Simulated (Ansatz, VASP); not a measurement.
One calculation of PdPt2, two programs

```xyz
3
Lattice="3.5053 0.0000 0.0000 -1.7527 3.0357 0.0000 0.0000 0.0000 4.5921" Properties=species:S:1:pos:R:3 pbc="T T T"
Pd    0.0000    0.0000    0.0000
Pt    0.0000    2.0238    0.0000
Pt    1.7527    1.0119    0.0000
```

Alike in both runs: task relaxation of cell and atoms; functional PBE; k mesh 6 × 6 × 4; occupations gaussian, width 0.1 eV; no spin polarisation.

|  | VASP | Ansatz |
| --- | --- | --- |
| version | VASP 6.6.1 | Ansatz 0.2.0 |
| potentials or method | VASP PAW PBE potentials, release 64 (Pd, Pt), cutoff 500 eV | scalar-relativistic, plane waves, PAW |
| valence electrons in the cell | 30 | 54 |

VASP gave:

```
gap on the k mesh at the Fermi level, each at its own relaxed structure (eV) : none
relaxed volume (Å³/atom)                                                     : 16.46
relaxed cell length with the largest relative difference (Å)                 : 4.657
```

What did Ansatz give for the same quantities?

gap on the k mesh at the Fermi level, each at its own relaxed structure (eV): none; relaxed volume (Å³/atom): 16.54; relaxed cell length with the largest relative difference (Å): 4.668.

A gap of «none» marks a metal or a gap that the smearing closes. VASP's potentials hold 30 valence electrons a cell and Ansatz's 54, so a difference there can come from the potentials and not from the codes.

Spin-orbit coupling is off throughout.
